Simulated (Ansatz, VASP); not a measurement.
## SnO2: VASP beside Ansatz

```
Sn O
1.0
     4.79209    0.00000    0.00000
     0.00000    4.79511    0.00000
     0.00000    0.00000    3.28572
Sn O
2 4
Direct
  0.50000 0.50000 0.50000
  0.00000 0.00000 0.00000
  0.30557 0.30657 0.00000
  0.80557 0.19343 0.50000
  0.19443 0.80657 0.50000
  0.69443 0.69343 0.00000
```

Change from the starting cell: strain +0.015 along x and y, +0.030 along z, atoms carried along.

Alike in both runs: task single point; functional LDA; k mesh 6 × 6 × 8; occupations gaussian, width 0.05 eV; no spin polarisation.

```csv
,VASP,Ansatz
version,VASP 6.6.1,Ansatz 0.2.0
potentials or method,"VASP PAW LDA potentials, release 64 (Sn_d, O), cutoff 520 eV","scalar-relativistic, plane waves, PAW"
valence electrons in the cell,52,52
```

Ansatz gave:

| Property | Result |
| --- | --- |
| gap on the k mesh at the Fermi level (eV) | 0.44 |
| least direct gap on the mesh (eV) | 0.44 |
| pressure (GPa) | -11.6 |
| traceless stress, the component that is largest in VASP (GPa) | -3.86 |
| rms of the force components (eV/Å) | 0.092 |

Question: Estimate VASP's values.

Answer: gap on the k mesh at the Fermi level (eV): 0.47; least direct gap on the mesh (eV): 0.47; pressure (GPa): -10.7; traceless stress, the component that is largest in VASP (GPa): -3.66; rms of the force components (eV/Å): 0.087.

LDA's correlation is that of Perdew and Zunger in VASP and of Perdew and Wang (1992) in Ansatz. Atom by atom the forces differ by 0.005 eV/Å (rms over components).
